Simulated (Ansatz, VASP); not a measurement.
**CO2 in VASP and in Ansatz**

INCAR

```
SYSTEM = CO2
PREC = Accurate
ENCUT = 520
EDIFF = 1E-6
ISMEAR = 0
SIGMA = 0.05
LREAL = .FALSE.
LASPH = .TRUE.
NELM = 80
ALGO = Normal
ISIF = 2
LWAVE = .FALSE.
LCHARG = .FALSE.
GGA = PE
NBANDS = 44
```

KPOINTS

```
Automatic mesh
0
G
  4 4 4
  0 0 0
```

File POSCAR:

```
CO2
1.0
    6.0577362522      0.0000000000      0.0000000000
    0.0000000000      6.0577362522      0.0000000000
    0.0000000000      0.0000000000      5.9971588897
C O
4 8
Direct
    0.0000000000      0.0000000000      0.0000000000
    0.5000000000      0.0000000000      0.5000000000
    0.5000000000      0.5000000000      0.0000000000
    0.0000000000      0.5000000000      0.5000000000
    0.1114834447      0.1114834447      0.1114834447
    0.3885165553      0.8885165553      0.6114834447
    0.6114834447      0.3885165553      0.8885165553
    0.8885165553      0.6114834447      0.3885165553
    0.8885165553      0.8885165553      0.8885165553
    0.6114834447      0.1114834447      0.3885165553
    0.3885165553      0.6114834447      0.1114834447
    0.1114834447      0.3885165553      0.6114834447
```

Input for Ansatz:

```yaml
crystal:
  lattice:
    - [6.0577362522, 0.0, 0.0]
    - [0.0, 6.0577362522, 0.0]
    - [0.0, 0.0, 5.9971588897]
  atoms:
    - { symbol: C, position: [0.0, 0.0, 0.0] }
    - { symbol: C, position: [0.5, 0.0, 0.5] }
    - { symbol: C, position: [0.5, 0.5, 0.0] }
    - { symbol: C, position: [0.0, 0.5, 0.5] }
    - { symbol: O, position: [0.1114834447, 0.1114834447, 0.1114834447] }
    - { symbol: O, position: [0.3885165553, 0.8885165553, 0.6114834447] }
    - { symbol: O, position: [0.6114834447, 0.3885165553, 0.8885165553] }
    - { symbol: O, position: [0.8885165553, 0.6114834447, 0.3885165553] }
    - { symbol: O, position: [0.8885165553, 0.8885165553, 0.8885165553] }
    - { symbol: O, position: [0.6114834447, 0.1114834447, 0.3885165553] }
    - { symbol: O, position: [0.3885165553, 0.6114834447, 0.1114834447] }
    - { symbol: O, position: [0.1114834447, 0.3885165553, 0.6114834447] }
basis:
  ecutwfc: 520.0
kpoints:
  mp_grid: { grid: [4, 4, 4] }
hamiltonian:
  xc: pbe
scf:
  occupations: { method: gaussian, width: 0.05 }
output:
  forces: true
  stress: true
  eigenvalues: true
```

Change from the starting cell: engineering shear strain xz +0.0000, normal strain along z -0.0100.

Alike in both runs: task single point; functional PBE; k mesh 4 × 4 × 4; occupations gaussian, width 0.05 eV; no spin polarisation.

|  | VASP | Ansatz |
| --- | --- | --- |
| version | VASP 6.6.1 | Ansatz 0.2.0 |
| potentials or method | VASP PAW PBE potentials, release 64 (C, O), cutoff 520 eV | scalar-relativistic, plane waves, PAW |
| valence electrons in the cell | 64 | 64 |

VASP gave:

```
gap on the k mesh at the Fermi level (eV) : 6.65
least direct gap on the mesh (eV)         : 6.65
pressure (GPa)                            : 2.2
rms of the force components (eV/Å)        : 0.497
```

What did Ansatz give for the same quantities?

gap on the k mesh at the Fermi level (eV): 6.66; least direct gap on the mesh (eV): 6.66; pressure (GPa): 0.9; rms of the force components (eV/Å): 0.189.

Atom by atom the forces differ by 0.309 eV/Å (rms over components). One of these differences is far larger than is usual between the two programs; its cause wasn't traced. The functional is the same, so the differences come from potentials, cutoffs and numerics.

Noted on VASP's run: the standard files for N, O and F lose accuracy on very short bonds.
